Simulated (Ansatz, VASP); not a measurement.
**LiCl in VASP and in Ansatz**

Contents of INCAR:

```
ALGO = Normal ; EDIFF = 1E-6
ENCUT = 520 ; GGA = PE
ISIF = 2 ; ISMEAR = -1
LASPH = True ; LCHARG = False
LREAL = False ; LWAVE = False
NBANDS = 12 ; NELM = 80
PREC = Accurate ; SIGMA = 0.03
```

The input KPOINTS:

```
k-points
0
Gamma
  9 9 9
```

The input POSCAR:

```
LiCl
1.0
    0.0000000000      2.6150621824      2.6150621824
    2.6150621824      0.0000000000      2.6150621824
    2.6150621824      2.6150621824      0.0000000000
Li Cl
1 1
Direct
    0.0000000000      0.0000000000      0.0000000000
    0.5000000000      0.5000000000      0.5000000000
```

Input for Ansatz:

```yaml
crystal:
  lattice:
    - [0.0, 2.6150621824, 2.6150621824]
    - [2.6150621824, 0.0, 2.6150621824]
    - [2.6150621824, 2.6150621824, 0.0]
  atoms:
    - { symbol: Li, position: [0.0, 0.0, 0.0] }
    - { symbol: Cl, position: [0.5, 0.5, 0.5] }
kpoints:
  mp_grid: { grid: [9, 9, 9] }
scf:
  occupations: { method: fermi_dirac, width: 0.03 }
hamiltonian:
  xc: pbe
  pseudopotentials: { kind: all_electron, lapw: { basis_error: 0.00025 } }
output:
  forces: true
  stress: true
  eigenvalues: true
```

Change from the starting cell: volume scaled by 1.06.

Alike in both runs: task single point; functional PBE; k mesh 9 × 9 × 9; occupations fermi-dirac, width 0.03 eV; no spin polarisation.

```csv
,VASP,Ansatz
version,VASP 6.6.1,Ansatz 0.2.0
potentials or method,"VASP PAW PBE potentials, release 64 (Li_sv, Cl), cutoff 520 eV","all-electron LAPW, scalar-relativistic"
```

```tsv
	VASP	Ansatz	Ansatz less VASP
gap on the k mesh at the Fermi level (eV)	6.02	6.01	-0.013
```

Ansatz ran all-electron here, and VASP with PAW potentials.

Noted on VASP's run: the cutoff is short for stress, so the pressure is rough.
